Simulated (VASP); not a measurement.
# Al3Co2Ru (P-3m1) in VASP: notebook

Runs on Al3Co2Ru. Level: PBE. Tasks: relaxation of shape and atoms at fixed volume.

Program: VASP 6.6.1. These are calculated values, not measurements. Logs are shortened: lines on timing, memory, paths and dates and some standing lists are left out, and cuts for length are marked.

**1. The cell of the first run**

The structure is trigonal, space group P-3m1 (No. 164). The conventional cell has a = 4.151 Å, b = 4.151 Å, c = 5.096 Å, α = 90.00°, β = 90.00°, γ = 120.00°. Within 3.3 Å of Al (site symmetry 3m) lie 5 Co at 2.49 to 2.61 Å and 3 Ru at 2.56 Å and 6 Al at 2.91 to 2.98 Å. Within 3.3 Å of Al (site symmetry -3m) lie 6 Co at 2.54 Å and 2 Ru at 2.55 Å and 6 Al at 2.91 Å. Within 3.3 Å of Co (site symmetry 3m) lie 8 Al at 2.49 to 2.61 Å and 3 Co at 2.92 Å and 3 Ru at 2.95 Å. Within 3.4 Å of Ru (site symmetry -3m) lie 8 Al at 2.55 to 2.56 Å and 6 Co at 2.95 Å.

**2. Relaxation of shape and atoms at fixed volume, PBE (12.67 Å³/atom)**

Input file INCAR:

```
SYSTEM = Al3Co2Ru
PREC = Accurate
ENCUT = 600
EDIFF = 1E-7
ISMEAR = 0
SIGMA = 0.1
LREAL = .False.
LASPH = .True.
NELM = 60
ALGO = Fast
ISIF = 4
LWAVE = .False.
LCHARG = .False.
GGA = PE
IBRION = 2
NSW = 50
EDIFFG = -0.01
```

Input file KPOINTS:

```
Automatic mesh
0
Gamma
  12 12 8
  0 0 0
```

Input file POSCAR:

```
Al3Co2Ru
1.0
    4.1506367582      0.0000000000      0.0000000000
   -2.0753183791      3.5945568745      0.0000000000
    0.0000000000      0.0000000000      5.0961129910
Al Co Ru
3 2 1
Direct
    0.3333333333      0.6666666667      0.3253947196
    0.6666666667      0.3333333333      0.6746052804
    0.0000000000      0.0000000000      0.0000000000
    0.3333333333      0.6666666667      0.8367133063
    0.6666666667      0.3333333333      0.1632866937
    0.0000000000      0.0000000000      0.5000000000
```

Potentials or basis: VASP PAW PBE potentials, release 64 (Al, Co, Ru_pv).

Command:

```
$ cat potpaw_PBE.64/Al/POTCAR potpaw_PBE.64/Co/POTCAR potpaw_PBE.64/Ru_pv/POTCAR > POTCAR
$ mpirun -np 1 vasp_std > vasp.out
```

OUTCAR:

```text
SYSTEM = Al3Co2Ru
   PREC = Accurate
   ENCUT = 600
   EDIFF = 1E-7
   ISMEAR = 0
   LREAL = .False.
   LASPH = .True.
   NELM = 60
   ISIF = 4
   GGA = PE
   IBRION = 2
   NSW = 50
   EDIFFG = -0.01

 ion  position               nearest neighbor table
   1  0.333  0.667  0.325-   4 2.49   5 2.53   5 2.53   5 2.53   6 2.56   6 2.56   6 2.56   4 2.61
                             3 2.91   3 2.91   3 2.91   2 2.98   2 2.98   2 2.98
   2  0.667  0.333  0.675-   5 2.49   4 2.53   4 2.53   4 2.53   6 2.56   6 2.56   6 2.56   5 2.61
                             3 2.91   3 2.91   3 2.91   1 2.98   1 2.98   1 2.98
   3  0.000  0.000  0.000-   4 2.54   5 2.54   5 2.54   4 2.54   5 2.54   4 2.54   6 2.55   6 2.55
                             1 2.91   2 2.91   1 2.91   2 2.91   2 2.91   1 2.91
   4  0.333  0.667  0.837-   1 2.49   2 2.53   2 2.53   2 2.53   3 2.54   3 2.54   3 2.54   1 2.61
                             5 2.92   5 2.92   5 2.92   6 2.95   6 2.95   6 2.95
   5  0.667  0.333  0.163-   2 2.49   1 2.53   1 2.53   1 2.53   3 2.54   3 2.54   3 2.54   2 2.61
                             4 2.92   4 2.92   4 2.92   6 2.95   6 2.95   6 2.95
   6  0.000  0.000  0.500-   3 2.55   3 2.55   1 2.56   2 2.56   2 2.56   1 2.56   2 2.56   1 2.56
                             5 2.95   4 2.95   5 2.95   4 2.95   4 2.95   5 2.95

  LATTYP: Found a hexagonal cell.
 ALAT       =     4.1506367582
 C/A-ratio  =     1.2277906470

  Lattice vectors:

 A1 = (   4.1506367582,   0.0000000000,   0.0000000000)
 A2 = (  -2.0753183791,   3.5945568745,   0.0000000000)
 A3 = (   0.0000000000,   0.0000000000,   5.0961129910)

Analysis of symmetry for initial positions (statically):
=====================================================================
 Subroutine PRICEL returns:
 Original cell was already a primitive cell.

 Routine SETGRP: Setting up the symmetry group for a
 hexagonal supercell.

 Subroutine GETGRP returns: Found 12 space group operations
 (whereof 12 operations were pure point group operations)
 out of a pool of 24 trial point group operations.

The static configuration has the point symmetry D_3d.

Analysis of symmetry for dynamics (positions and initial velocities):
=====================================================================
 Subroutine PRICEL returns:
 Original cell was already a primitive cell.

 Routine SETGRP: Setting up the symmetry group for a
 hexagonal supercell.

 Subroutine GETGRP returns: Found 12 space group operations
 (whereof 12 operations were pure point group operations)
 out of a pool of 24 trial point group operations.

The dynamic configuration has the point symmetry D_3d.

 Subroutine INISYM returns: Found 12 space group operations
 (whereof 12 operations are pure point group operations),
 and found     1 'primitive' translations

----------------------------------------------------------------------------------------

                                     Primitive cell

  volume of cell :      76.0325

  direct lattice vectors                    reciprocal lattice vectors
     4.150636758  0.000000000  0.000000000     0.240926889  0.139099204  0.000000000
    -2.075318379  3.594556874  0.000000000     0.000000000  0.278198408  0.000000000
     0.000000000  0.000000000  5.096112991     0.000000000  0.000000000  0.196227988

  length of vectors
     4.150636758  4.150636758  5.096112991     0.278198408  0.278198408  0.196227988

  position of ions in fractional coordinates (direct lattice)
     0.333333333  0.666666667  0.325394720
     0.666666667  0.333333333  0.674605280
     0.000000000  0.000000000  0.000000000
     0.333333333  0.666666667  0.836713306
     0.666666667  0.333333333  0.163286694
     0.000000000  0.000000000  0.500000000

  ion indices of the primitive-cell ions
   primitive index   ion index
                 1           1
                 2           2
                 3           3
                 4           4
                 5           5
                 6           6

----------------------------------------------------------------------------------------

 KPOINTS: Automatic mesh

Automatic generation of k-mesh.
 Grid dimensions read from file:
 generate k-points for:   12   12    8

 Generating k-lattice:

  Cartesian coordinates                     Fractional coordinates (reciprocal lattice)
     0.020077241  0.011591600  0.000000000     0.083333333  0.000000000  0.000000000
     0.000000000  0.023183201  0.000000000     0.000000000  0.083333333  0.000000000
     0.000000000  0.000000000  0.024528499     0.000000000  0.000000000  0.125000000

  Length of vectors
     0.023183201  0.023183201  0.024528499

  Shift w.r.t. Gamma in fractional coordinates (k-lattice)
     0.000000000  0.000000000  0.000000000

 Subroutine IBZKPT returns following result:
 ===========================================

 Found    131 irreducible k-points:

 Following reciprocal coordinates:
            Coordinates               Weight
  0.000000  0.000000  0.000000      1.000000
  0.083333 -0.000000  0.000000      6.000000
  0.166667  0.000000  0.000000      6.000000
  0.250000 -0.000000  0.000000      6.000000
  0.333333 -0.000000  0.000000      6.000000
  0.416667 -0.000000  0.000000      6.000000
[... 16 lines left out ...]
  0.166667  0.000000  0.125000      6.000000
  0.000000  0.166667  0.125000      6.000000
 [... further k-points ...]
   k-points           NKPTS =    131   k-points in BZ     NKDIM =    131   number of bands    NBANDS=     24
   number of dos      NEDOS =    301   number of ions     NIONS =      6
   total plane-waves  NPLWV =  54432
   dimension x,y,z NGX =    36 NGY =   36 NGZ =   42
   dimension x,y,z NGXF=    72 NGYF=   72 NGZF=   84
   ions per type =               3   2   1
   NGX,Y,Z   is equivalent  to a cutoff of  14.42, 14.42, 13.70 a.u.
   NGXF,Y,Z  is equivalent  to a cutoff of  28.84, 28.84, 27.40 a.u.
 SYSTEM =  Al3Co2Ru
   PREC   = accura    normal or accurate (medium, high low for compatibility)
   ISTART =      0    job   : 0-new  1-cont  2-samecut
   ICHARG =      2    charge: 1-file 2-atom 10-const
   ISPIN  =      1    spin polarized calculation?
   LNONCOLLINEAR =      F non collinear calculations
   LSORBIT =      F    spin-orbit coupling
   LASPH  =      T    aspherical Exc in radial PAW
   ENCUT  =  600.0 eV  44.10 Ry    6.64 a.u.   8.29  8.29 10.18*2*pi/ulx,y,z
   NELM   =     60;   NELMIN=  2; NELMDL= -5     # of ELM steps
   EDIFF  = 0.1E-06   stopping-criterion for ELM
   LREAL  =      F    real-space projection
   EDIFFG = -.1E-01   stopping-criterion for IOM
   NSW    =     50    number of steps for IOM
   IBRION =      2    ionic relax: 0-MD 1-quasi-New 2-CG
   NFREE  =      1    steps in history (QN), initial steepest desc. (CG)
   ISIF   =      4    stress and relaxation
   ISYM   =      2    0-nonsym 1-usesym 2-fastsym
   POTIM  = 0.5000    time-step for ionic-motion
   TEBEG  =    0.0;   TEEND  =   0.0 temperature during run
   PSTRESS=    0.0 pullay stress
   NELECT =      41.0000    total number of electrons
   NUPDOWN=      -1.0000    fix difference up-down
   EMIN   =  10.00;   EMAX   =-10.00  energy-range for DOS
   EFERMI =   0.00;   METHOD = LEGACY
   ISMEAR =     0;   SIGMA  =   0.10  broadening in eV -4-tet -1-fermi 0-gaus
   EFERMI_NEDOS =   21; number of points for ismear=-14 and -15
   IALGO  =     68    algorithm
   IMIX   =      4    mixing-type and parameters
     AMIX     =   0.40;   BMIX     =  1.00
     AMIX_MAG =   1.60;   BMIX_MAG =  1.00
  volume/ion in A,a.u.               =      12.67        85.52
  Fermi-wavevector in a.u.,A,eV,Ry     =   1.332508  2.518074 24.158190  1.775577
  Thomas-Fermi vector in A             =   2.461437
   LORBIT       =      0    0 simple, 1 ext, 2 COOP (PROOUT), +10 PAW based schemes
   GGA     = PE    functional components
   LHFCALC =     F    Hartree Fock is set to
   AEXX    =    0.0000 exact exchange contribution
   IVDW    =     0    specifies the selected vdW correction
   LEPSILON=     F    determine dielectric tensor
   LRPA    =     F    only Hartree local field effects (RPA)
 conjugate gradient relaxation of ions
 non-spin polarized calculation
 RMM-DIIS sequential band-by-band and
 Gauss-broadening in eV      SIGMA  =   0.10
  energy-cutoff  :      600.00
  volume of cell :       76.03
 maximum number of plane-waves:      2559
 NGX is ok and might be reduce to    36
   NGX = 17   NGY = 17   NGZ = 21

--------------------------------------- Ionic step        1  -------------------------------------------

 number of electron      40.9999999 magnetization

 Free energy of the ion-electron system (eV)
  ---------------------------------------------------
  ext. energy  EPLUGINS =         0.00000000
  ---------------------------------------------------
  free energy    TOTEN  =       -38.29706262 eV

  energy without entropy =      -38.28811610  energy(sigma->0) =      -38.29258936

------------------------ aborting loop because EDIFF is reached ----------------------------------------

  FORCE on cell =-STRESS in cart. coord.  units (eV):
  Direction    XX          YY          ZZ          XY          YZ          ZX
  --------------------------------------------------------------------------------------
  -------------------------------------------------------------------------------------
  Total       -2.4936924     -2.4936924     -2.5079516      0.0000000      0.0000000      0.0000000
  in kB      -52.5477752    -52.5477752    -52.8482483      0.0000000      0.0000000      0.0000000
  external PRESSURE =     -52.6479329 kB  Pullay stress =       0.0000000 kB
[... 65 lines left out ...]
  energy  without entropy=      -38.2881600364  energy(sigma->0) =      -38.29263367

--------------------------------------- Ionic step        3  -------------------------------------------

 number of electron      41.0000000 magnetization

 Free energy of the ion-electron system (eV)
  ---------------------------------------------------
  ext. energy  EPLUGINS =         0.00000000
  ---------------------------------------------------
  free energy    TOTEN  =       -38.29711906 eV

  energy without entropy =      -38.28817148  energy(sigma->0) =      -38.29264527

 E-fermi :   9.9398     XC(G=0): -12.1740

 val. band max:        9.9326966804   @ k =   0.3333   0.0833   0.2500
 cond. band min:       9.9516543581   @ k =   0.0000   0.2500   0.3750
 fundamental gap:      0.0189576777
 Fermi energy:         9.9398326787

 k-point     1 :       0.0000    0.0000    0.0000
  band No.  band energies     occupation
      1     -32.0219      2.00000
      2     -32.0066      2.00000
      3     -32.0066      2.00000
      4      -0.2183      2.00000
      5       4.2907      2.00000
      6       4.9350      2.00000
[... 637 lines left out ...]
     23      11.9024      0.00000
     24      13.6728      0.00000

 [... further k-points ...]
[... 5 lines left out ...]
  --------------------------------------------------------------------------------------
  -------------------------------------------------------------------------------------
  Total       -2.4717709     -2.4717709     -2.4891604      0.0000000     -0.0000000      0.0000000
  in kB      -52.0858380    -52.0858380    -52.4522757      0.0000000     -0.0000000      0.0000000
  external PRESSURE =     -52.2079839 kB  Pullay stress =       0.0000000 kB
[... 21 lines left out ...]
  FREE ENERGIE OF THE ION-ELECTRON SYSTEM (eV)
  ---------------------------------------------------
  free  energy   TOTEN  =       -38.2971190624 eV

  energy  without entropy=      -38.2881714781  energy(sigma->0) =      -38.29264527

 reached required accuracy - stopping structural energy minimisation
```

It took 5.3 min on 1 thread of Intel Xeon 6975P-C (Granite Rapids), shared host; peak memory 0.46 GiB.

What came out:

| Item | Value |
| --- | --- |
| Free energy | -38.2971 eV |
| Energy gained by relaxing | 0.0 meV/atom |
| Ionic steps | 3 |
| Pressure after relaxing | -5.2 GPa |
| Largest force after relaxing | 0.005 eV/Å |
| Band gap on the k mesh | zero (an odd number of electrons rules out a gap without spin polarisation) |

Forces on the atoms (eV/Å):
```
Al   0.000  0.000  0.002
Al   0.000  0.000 -0.002
Al   0.000  0.000  0.000
Co   0.000  0.000  0.005
Co   0.000  0.000 -0.005
Ru   0.000  0.000  0.000
```

Final structure:
```
Al Co Ru
1.0
     4.15092    0.00000    0.00000
    -2.07546    3.59480    0.00000
     0.00000    0.00000    5.09541
Al Co Ru
3 2 1
Cartesian
  0.0000 2.3965 1.6598
  2.0755 1.1983 3.4356
  0.0000 0.0000 0.0000
  0.0000 2.3965 4.2622
  2.0755 1.1983 0.8332
  0.0000 0.0000 2.5477
```

Caveat: the run has no spin polarisation, though such a crystal can be magnetic.

**3. Relaxation of shape and atoms at fixed volume, PBE (13.04 Å³/atom)**

This run uses another cell than the first one, of 13.04 Å³/atom.

Input file INCAR:

```
  PREC = Accurate
  ENCUT = 600
  EDIFF = 1E-7
  ISMEAR = 0
  SIGMA = 0.1
  LREAL = False
  LASPH = True
  NELM = 60
  ALGO = Fast
  ISIF = 4
  LWAVE = False
  LCHARG = False
  GGA = PE
  IBRION = 2
  NSW = 50
  EDIFFG = -0.01
```

Input file KPOINTS:

```
Automatic mesh
0
Gamma
  12 12 8
```

Input file POSCAR:

```
Al3Co2Ru
1.0
    4.1909885616      0.0000000000      0.0000000000
   -2.0954942808      3.6295025613      0.0000000000
    0.0000000000      0.0000000000      5.1440383049
Al Co Ru
3 2 1
Direct
    0.3333333333      0.6666666667      0.3258870689
    0.6666666667      0.3333333333      0.6741129311
    0.0000000000      0.0000000000      0.0000000000
    0.3333333333      0.6666666667      0.8366864697
    0.6666666667      0.3333333333      0.1633135303
    0.0000000000      0.0000000000      0.5000000000
```

Potentials or basis: VASP PAW PBE potentials, release 64 (Al, Co, Ru_pv).

Command:

```
$ cat potpaw_PBE.64/Al/POTCAR potpaw_PBE.64/Co/POTCAR potpaw_PBE.64/Ru_pv/POTCAR > POTCAR
$ mpirun -np 1 vasp_std > vasp.out
```

It took 5.1 min on 1 thread of Intel Xeon 6975P-C (Granite Rapids), shared host; peak memory 0.47 GiB.

The run converged. Its results:

```
Free energy                  : -38.1940 eV
Energy gained by relaxing    : 0.0 meV/atom
Ionic steps                  : 3
Pressure after relaxing      : -9.6 GPa
Largest force after relaxing : 0.005 eV/Å
Band gap on the k mesh       : zero (an odd number of electrons rules out a gap without spin polarisation)
```

Forces in eV/Å, atoms in the order of the input:
```
Al   0.000  0.000  0.005
Al   0.000  0.000 -0.005
Al   0.000  0.000  0.000
Co   0.000  0.000  0.003
Co   0.000  0.000 -0.003
Ru   0.000  0.000  0.000
```

Final structure:
```
Al Co Ru
1.0
     4.19131    0.00000    0.00000
    -2.09566    3.62978    0.00000
     0.00000    0.00000    5.14324
Al Co Ru
3 2 1
Direct
  0.33333 0.66667 0.32623
  0.66667 0.33333 0.67377
  0.00000 0.00000 0.00000
  0.33333 0.66667 0.83650
  0.66667 0.33333 0.16350
  0.00000 0.00000 0.50000
```

Levels at points of the mesh, in eV from the Fermi level:
```csv
k point,band 18,band 19,band 20,band 21,band 22,band 23,band 24
"(0.00, 0.00, 0.00)",-0.70,-0.33,-0.33,-0.30,3.08,3.08,3.76
"(0.50, 0.00, 0.00)",-0.98,-0.97,-0.76,-0.74,0.38,1.33,2.10
"(0.00, 0.00, 0.50)",-0.82,0.39,0.39,2.83,2.83,3.04,3.09
"(0.50, 0.00, 0.50)",-0.89,-0.86,-0.78,-0.21,0.86,1.64,2.32
```

Caveat: the run has no spin polarisation, though such a crystal can be magnetic. Spin polarisation is off, so any magnetic state and its effect on volume and gap are missing.
